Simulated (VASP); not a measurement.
# Mg5CdS6 (P-3m1) in VASP: notebook

Runs on Mg5CdS6. Level: PBE. Tasks: single point, relaxation of cell and atoms.

All numbers are computed with VASP 6.6.1; they aren't measurements. Logs are shortened: lines on timing, memory, paths and dates and some standing lists are left out, and cuts for length are marked.

## (1) The cell of the first run

Symmetry: P-3m1, No. 164, trigonal system. The conventional cell has a = 3.895 Å, b = 3.895 Å, c = 19.080 Å, α = 90.00°, β = 90.00°, γ = 120.00°. Within 3.6 Å of Mg (site symmetry 3m) lie 6 S at 2.75 Å. Within 3.6 Å of Mg (site symmetry -3m) lie 6 S at 2.75 Å. Mg (site symmetry 3m) has 6 S at 2.75 Å within 3.6 Å. Within 3.6 Å of Cd (site symmetry -3m) lie 6 S at 2.75 Å. Within 3.6 Å of S (site symmetry 3m) lie 6 Mg at 2.75 Å. Within 3.6 Å of S (site symmetry 3m) lie 6 Mg at 2.75 Å. S (site symmetry 3m) has 3 Cd at 2.75 Å and 3 Mg at 2.75 Å within 3.6 Å.

## (2) Single point, PBE

The input, INCAR:

```
PREC = Accurate
ENCUT = 520
EDIFF = 1E-6
ISMEAR = 0
SIGMA = 0.1
LREAL = F
LASPH = T
NELM = 60
ALGO = Normal
ISIF = 2
LWAVE = F
LCHARG = F
GGA = PE
NBANDS = 41
```

The input, KPOINTS:

```
Automatic mesh
0
Gamma
  6 6 1
```

The input, POSCAR:

```
Mg5CdS6
1.0
    3.8946679800      0.0000000000      0.0000000000
   -1.9473339900      3.3728814100      0.0000000000
    0.0000000000      0.0000000000     19.0798985100
Mg Cd S
5 1 6
Direct
    0.3333333300      0.6666666700      0.8333333300
    0.0000000000      0.0000000000      0.0000000000
    0.6666666700      0.3333333300      0.1666666700
    0.3333333300      0.6666666700      0.3333333300
    0.6666666700      0.3333333300      0.6666666700
    0.0000000000      0.0000000000      0.5000000000
    0.6666666700      0.3333333300      0.9166666700
    0.3333333300      0.6666666700      0.0833333300
    0.0000000000      0.0000000000      0.2500000000
    0.6666666700      0.3333333300      0.4166666700
    0.3333333300      0.6666666700      0.5833333300
    0.0000000000      0.0000000000      0.7500000000
```

Potentials or basis: VASP PAW PBE potentials, release 64 (Mg, Cd, S).

On the command line:

```sh
$ cat potpaw_PBE.64/Mg/POTCAR potpaw_PBE.64/Cd/POTCAR potpaw_PBE.64/S/POTCAR > POTCAR
$ mpirun -np 1 vasp_std > vasp.out
```

OUTCAR:

```text
PREC = Accurate
   ENCUT = 520
   EDIFF = 1E-6
   ISMEAR = 0
   LREAL = F
   LASPH = T
   NELM = 60
   ISIF = 2
   GGA = PE

 ion  position               nearest neighbor table
   1  0.333  0.667  0.833-  12 2.75  12 2.75  12 2.75   7 2.75   7 2.75   7 2.75
   2  0.000  0.000  0.000-   7 2.75   8 2.75   7 2.75   8 2.75   7 2.75   8 2.75
   3  0.667  0.333  0.167-   9 2.75   9 2.75   9 2.75   8 2.75   8 2.75   8 2.75
   4  0.333  0.667  0.333-   9 2.75   9 2.75   9 2.75  10 2.75  10 2.75  10 2.75
   5  0.667  0.333  0.667-  12 2.75  12 2.75  12 2.75  11 2.75  11 2.75  11 2.75
   6  0.000  0.000  0.500-  10 2.75  11 2.75  10 2.75  11 2.75  10 2.75  11 2.75
   7  0.667  0.333  0.917-   2 2.75   2 2.75   2 2.75   1 2.75   1 2.75   1 2.75
   8  0.333  0.667  0.083-   2 2.75   2 2.75   2 2.75   3 2.75   3 2.75   3 2.75
   9  0.000  0.000  0.250-   3 2.75   4 2.75   3 2.75   4 2.75   3 2.75   4 2.75
  10  0.667  0.333  0.417-   6 2.75   6 2.75   6 2.75   4 2.75   4 2.75   4 2.75
  11  0.333  0.667  0.583-   6 2.75   6 2.75   6 2.75   5 2.75   5 2.75   5 2.75
  12  0.000  0.000  0.750-   1 2.75   5 2.75   5 2.75   1 2.75   5 2.75   1 2.75

  LATTYP: Found a hexagonal cell.
 ALAT       =     3.8946679800
 C/A-ratio  =     4.8989794786

  Lattice vectors:

 A1 = (   3.8946679800,   0.0000000000,   0.0000000000)
 A2 = (  -1.9473339900,   3.3728814100,   0.0000000000)
 A3 = (   0.0000000000,   0.0000000000,  19.0798985100)

Analysis of symmetry for initial positions (statically):
=====================================================================
 Subroutine PRICEL returns:
 Original cell was already a primitive cell.

 Routine SETGRP: Setting up the symmetry group for a
 hexagonal supercell.

 Subroutine GETGRP returns: Found 12 space group operations
 (whereof 12 operations were pure point group operations)
 out of a pool of 24 trial point group operations.

The static configuration has the point symmetry D_3d.

Analysis of symmetry for dynamics (positions and initial velocities):
=====================================================================
 Subroutine PRICEL returns:
 Original cell was already a primitive cell.

 Routine SETGRP: Setting up the symmetry group for a
 hexagonal supercell.

 Subroutine GETGRP returns: Found 12 space group operations
 (whereof 12 operations were pure point group operations)
 out of a pool of 24 trial point group operations.

The dynamic configuration has the point symmetry D_3d.

 Subroutine INISYM returns: Found 12 space group operations
 (whereof 12 operations are pure point group operations),
 and found     1 'primitive' translations

----------------------------------------------------------------------------------------

                                     Primitive cell

  volume of cell :     250.6384

  direct lattice vectors                    reciprocal lattice vectors
     3.894667980  0.000000000  0.000000000     0.256761297  0.148241204  0.000000000
    -1.947333990  3.372881410  0.000000000     0.000000000  0.296482407  0.000000000
     0.000000000  0.000000000 19.079898510     0.000000000  0.000000000  0.052411180

  length of vectors
     3.894667980  3.894667980 19.079898510     0.296482407  0.296482407  0.052411180

  position of ions in fractional coordinates (direct lattice)
     0.333333330  0.666666670  0.833333330
     0.000000000  0.000000000  0.000000000
     0.666666670  0.333333330  0.166666670
     0.333333330  0.666666670  0.333333330
     0.666666670  0.333333330  0.666666670
     0.000000000  0.000000000  0.500000000
     0.666666670  0.333333330  0.916666670
     0.333333330  0.666666670  0.083333330
     0.000000000  0.000000000  0.250000000
     0.666666670  0.333333330  0.416666670
     0.333333330  0.666666670  0.583333330
     0.000000000  0.000000000  0.750000000

  ion indices of the primitive-cell ions
   primitive index   ion index
                 1           1
                 2           2
                 3           3
                 4           4
                 5           5
                 6           6
                 7           7
                 8           8
                 9           9
                10          10
                11          11
                12          12

----------------------------------------------------------------------------------------

 KPOINTS: Automatic mesh

Automatic generation of k-mesh.
 Grid dimensions read from file:
 generate k-points for:    6    6    1

 Generating k-lattice:

  Cartesian coordinates                     Fractional coordinates (reciprocal lattice)
     0.042793549  0.024706867  0.000000000     0.166666667  0.000000000  0.000000000
     0.000000000  0.049413735  0.000000000     0.000000000  0.166666667  0.000000000
     0.000000000  0.000000000  0.052411180     0.000000000  0.000000000  1.000000000

  Length of vectors
     0.049413735  0.049413735  0.052411180

  Shift w.r.t. Gamma in fractional coordinates (k-lattice)
     0.000000000  0.000000000  0.000000000

 Subroutine IBZKPT returns following result:
 ===========================================

 Found      7 irreducible k-points:

 Following reciprocal coordinates:
            Coordinates               Weight
  0.000000  0.000000  0.000000      1.000000
  0.166667  0.000000  0.000000      6.000000
  0.333333  0.000000  0.000000      6.000000
  0.500000  0.000000  0.000000      3.000000
  0.166667  0.166667  0.000000      6.000000
  0.333333  0.166667  0.000000     12.000000
  0.333333  0.333333  0.000000      2.000000
   k-points           NKPTS =      7   k-points in BZ     NKDIM =      7   number of bands    NBANDS=     41
   number of dos      NEDOS =    301   number of ions     NIONS =     12
   total plane-waves  NPLWV = 129600
   dimension x,y,z NGX =    30 NGY =   30 NGZ =  144
   dimension x,y,z NGXF=    60 NGYF=   60 NGZF=  288
   ions per type =               5   1   6
   NGX,Y,Z   is equivalent  to a cutoff of  12.81, 12.81, 12.55 a.u.
   NGXF,Y,Z  is equivalent  to a cutoff of  25.61, 25.61, 25.09 a.u.
 SYSTEM =  unknown system
   PREC   = accura    normal or accurate (medium, high low for compatibility)
   ISTART =      0    job   : 0-new  1-cont  2-samecut
   ICHARG =      2    charge: 1-file 2-atom 10-const
   ISPIN  =      1    spin polarized calculation?
   LNONCOLLINEAR =      F non collinear calculations
   LSORBIT =      F    spin-orbit coupling
   LASPH  =      T    aspherical Exc in radial PAW
   ENCUT  =  520.0 eV  38.22 Ry    6.18 a.u.   7.24  7.24 35.48*2*pi/ulx,y,z
   NELM   =     60;   NELMIN=  2; NELMDL= -5     # of ELM steps
   EDIFF  = 0.1E-05   stopping-criterion for ELM
   LREAL  =      F    real-space projection
   EDIFFG = 0.1E-04   stopping-criterion for IOM
   NSW    =      0    number of steps for IOM
   IBRION =     -1    ionic relax: 0-MD 1-quasi-New 2-CG
   NFREE  =      0    steps in history (QN), initial steepest desc. (CG)
   ISIF   =      2    stress and relaxation
   ISYM   =      2    0-nonsym 1-usesym 2-fastsym
   POTIM  = 0.5000    time-step for ionic-motion
   TEBEG  =    0.0;   TEEND  =   0.0 temperature during run
   PSTRESS=    0.0 pullay stress
   NELECT =      58.0000    total number of electrons
   NUPDOWN=      -1.0000    fix difference up-down
   EMIN   =  10.00;   EMAX   =-10.00  energy-range for DOS
   EFERMI =   0.00;   METHOD = LEGACY
   ISMEAR =     0;   SIGMA  =   0.10  broadening in eV -4-tet -1-fermi 0-gaus
   EFERMI_NEDOS =   21; number of points for ismear=-14 and -15
   IALGO  =     38    algorithm
   IMIX   =      4    mixing-type and parameters
     AMIX     =   0.40;   BMIX     =  1.00
     AMIX_MAG =   1.60;   BMIX_MAG =  1.00
  volume/ion in A,a.u.               =      20.89       140.95
  Fermi-wavevector in a.u.,A,eV,Ry     =   1.005082  1.899330 13.744476  1.010190
  Thomas-Fermi vector in A             =   2.137739
   LORBIT       =      0    0 simple, 1 ext, 2 COOP (PROOUT), +10 PAW based schemes
   GGA     = PE    functional components
   LHFCALC =     F    Hartree Fock is set to
   AEXX    =    0.0000 exact exchange contribution
   IVDW    =     0    specifies the selected vdW correction
   LEPSILON=     F    determine dielectric tensor
   LRPA    =     F    only Hartree local field effects (RPA)
 non-spin polarized calculation
 Gauss-broadening in eV      SIGMA  =   0.10
  energy-cutoff  :      520.00
  volume of cell :      250.64
 maximum number of plane-waves:      6833
 NGX is ok and might be reduce to    30
   NGX = 15   NGY = 15   NGZ = 71

 number of electron      58.0000003 magnetization

 Free energy of the ion-electron system (eV)
  ---------------------------------------------------
  ext. energy  EPLUGINS =         0.00000000
  ---------------------------------------------------
  free energy    TOTEN  =       -47.41325358 eV

  energy without entropy =      -47.41325358  energy(sigma->0) =      -47.41325358

 E-fermi :   2.9381     XC(G=0):  -9.2206

 val. band max:        2.4669109670   @ k =   0.0000   0.0000   0.0000
 cond. band min:       4.2695242390   @ k =   0.5000   0.0000   0.0000
 fundamental gap:      1.8026132720
 Fermi energy:         2.9381473586

 k-point     1 :       0.0000    0.0000    0.0000
  band No.  band energies     occupation
      1      -9.5900      2.00000
      2      -9.3627      2.00000
      3      -9.3073      2.00000
      4      -8.8907      2.00000
      5      -8.8684      2.00000
      6      -8.5969      2.00000
[... 33 lines left out ...]
     40       9.4656      0.00000
     41       9.4656      0.00000

 k-point     2 :       0.1667    0.0000    0.0000
  band No.  band energies     occupation
      1      -9.4082      2.00000
      2      -9.1978      2.00000
      3      -9.1588      2.00000
      4      -8.8043      2.00000
      5      -8.7485      2.00000
      6      -8.5219      2.00000
[... 33 lines left out ...]
     40       9.3812      0.00000
     41       9.5469      0.00000

 k-point     3 :       0.3333    0.0000    0.0000
  band No.  band energies     occupation
      1      -8.9831      2.00000
      2      -8.8327      2.00000
      3      -8.8109      2.00000
      4      -8.6144      2.00000
      5      -8.5031      2.00000
      6      -8.3730      2.00000
[... 33 lines left out ...]
     40       9.0939      0.00000
     41       9.1367      0.00000

 k-point     4 :       0.5000    0.0000    0.0000
  band No.  band energies     occupation
      1      -8.7558      2.00000
      2      -8.6352      2.00000
      3      -8.5393      2.00000
      4      -8.4791      2.00000
      5      -8.3961      2.00000
      6      -8.3395      2.00000
[... 33 lines left out ...]
     40       8.5389      0.00000
     41       8.9370      0.00000

 k-point     5 :       0.1667    0.1667    0.0000
  band No.  band energies     occupation
      1      -9.0993      2.00000
      2      -8.9201      2.00000
      3      -8.9189      2.00000
      4      -8.6685      2.00000
      5      -8.5630      2.00000
      6      -8.4065      2.00000
[... 33 lines left out ...]
     40       9.0180      0.00000
     41       9.0420      0.00000

 k-point     6 :       0.3333    0.1667    0.0000
  band No.  band energies     occupation
      1      -8.7412      2.00000
      2      -8.6704      2.00000
      3      -8.5661      2.00000
      4      -8.4767      2.00000
      5      -8.3905      2.00000
      6      -8.3200      2.00000
[... 33 lines left out ...]
     40       8.6428      0.00000
     41       9.2283      0.00000

 k-point     7 :       0.3333    0.3333    0.0000
  band No.  band energies     occupation
      1      -8.6105      2.00000
      2      -8.6105      2.00000
      3      -8.3639      2.00000
      4      -8.3639      2.00000
      5      -8.3614      2.00000
      6      -8.3613      2.00000
[... 33 lines left out ...]
     40       9.3544      0.00000
     41       9.3544      0.00000

------------------------ aborting loop because EDIFF is reached ----------------------------------------

  FORCE on cell =-STRESS in cart. coord.  units (eV):
  Direction    XX          YY          ZZ          XY          YZ          ZX
  --------------------------------------------------------------------------------------
  -------------------------------------------------------------------------------------
  Total      -11.1168006    -11.1168006    -11.2664298     -0.0000000     -0.0000000      0.0000000
  in kB      -71.0628837    -71.0628837    -72.0193711     -0.0000000     -0.0000000      0.0000000
  external PRESSURE =     -71.3817128 kB  Pullay stress =       0.0000000 kB

 VOLUME and BASIS-vectors are now :
 -----------------------------------------------------------------------------
  energy-cutoff  :      520.00
  volume of cell :      250.64
      direct lattice vectors                 reciprocal lattice vectors
     3.894667980  0.000000000  0.000000000     0.256761297  0.148241204  0.000000000
    -1.947333990  3.372881410  0.000000000     0.000000000  0.296482407  0.000000000
     0.000000000  0.000000000 19.079898510     0.000000000  0.000000000  0.052411180

 POSITION                                       TOTAL-FORCE (eV/Angst)
 -----------------------------------------------------------------------------------
     -0.00000      2.24859     15.89992        -0.000000      0.000000     -0.002721
      0.00000      0.00000      0.00000        -0.000000      0.000000      0.000000
      1.94733      1.12429      3.17998        -0.000000     -0.000000      0.002721
     -0.00000      2.24859      6.35997        -0.000000      0.000000     -0.048611
      1.94733      1.12429     12.71993        -0.000000      0.000000      0.048611
      0.00000      0.00000      9.53995        -0.000000      0.000000      0.000000
      1.94733      1.12429     17.48991         0.000000     -0.000000      0.000442
     -0.00000      2.24859      1.58999        -0.000000      0.000000     -0.000442
      0.00000      0.00000      4.76997        -0.000000      0.000000     -0.004853
      1.94733      1.12429      7.94996         0.000000      0.000000     -0.586143
     -0.00000      2.24859     11.12994        -0.000000     -0.000000      0.586143
      0.00000      0.00000     14.30992        -0.000000      0.000000      0.004853
 -----------------------------------------------------------------------------------
    total drift:                                0.000000     -0.000000      0.000000

  FREE ENERGIE OF THE ION-ELECTRON SYSTEM (eV)
  ---------------------------------------------------
  free  energy   TOTEN  =       -47.4132535780 eV

  energy  without entropy=      -47.4132535780  energy(sigma->0) =      -47.41325358
```

It took 47 s on 1 thread of Intel Xeon 6975P-C (Granite Rapids), shared host; peak memory 0.38 GiB.

Results:

```yaml
Free_energy: -47.4133 eV
Pressure: -7.1 GPa
Largest_force: 0.586 eV/Å
Band_gap_on_the_k_mesh: 1.80 eV (least direct gap 2.10 eV)
```

Forces in eV/Å, atoms in the order of the input:
```
Mg   0.000  0.000 -0.003
Mg   0.000  0.000  0.000
Mg   0.000  0.000  0.003
Mg   0.000  0.000 -0.049
Mg   0.000  0.000  0.049
Cd   0.000  0.000  0.000
S    0.000  0.000  0.000
S    0.000  0.000  0.000
S    0.000  0.000 -0.005
S    0.000  0.000 -0.586
S    0.000  0.000  0.586
S    0.000  0.000  0.005
```

Caveat: the cell stands under tension. A k mesh can miss the band edges.

(Part 1 of 2 ends here.)
